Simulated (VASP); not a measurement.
Set up this calculation in VASP 6.6.1, as the native input.

| Quantity | Value |
| --- | --- |
| Task | single point |
| Functional | PBEsol |
| Potentials or basis | VASP PAW PBE potentials, release 64 (Ga_d, N) |
| Cutoff | 520 eV |
| k mesh | 8 × 8 × 6 |
| Occupations | gaussian, width 0.05 eV |
| Spin | no spin polarisation |
| Dipole correction | no |
| Further INCAR settings | ALGO = Normal; EDIFF = 1e-06; NBANDS = 26 |

The structure of GaN lies in POSCAR:

```
GaN
1.0
    0.0000000000     -2.2490913701     -2.2790042853
    0.0000000000      2.2490913701     -2.2790042853
    4.5580085705      0.0000000000      0.0000000000
Ga N
2 2
Direct
    0.4976558961      0.4976558961      0.5000000000
    0.0023441039      0.0023441039      0.0000000000
    0.0193411440      0.4806588560      0.2500000000
    0.4806588560      0.0193411440      0.7500000000
```

The input as run:

INCAR

```
SYSTEM = GaN
PREC = Accurate
ENCUT = 520
EDIFF = 1E-6
ISMEAR = 0
SIGMA = 0.05
LREAL = .False.
LASPH = .True.
NELM = 100
ALGO = Normal
ISIF = 2
LWAVE = .False.
LCHARG = .False.
GGA = PS
NBANDS = 26
```

KPOINTS

```
regular mesh
0
Gamma
  8 8 6
  0 0 0
```

Potentials or basis: VASP PAW PBE potentials, release 64 (Ga_d, N).

The run is started by

```bash
$ cat potpaw_PBE.64/Ga_d/POTCAR potpaw_PBE.64/N/POTCAR > POTCAR
$ mpirun -np 1 vasp_std > vasp.out
```

It gave:

```
Pressure               : -3.7 GPa
Largest force          : 1.463 eV/Å
Band gap on the k mesh : 1.51 eV
```

Caveat: the PAW data sets were made with another functional, which shifts forces and pressure a little.

Run time: 3.1 min on 1 thread of AMD EPYC 7R13, with other jobs on the host, peak memory 0.18 GiB.
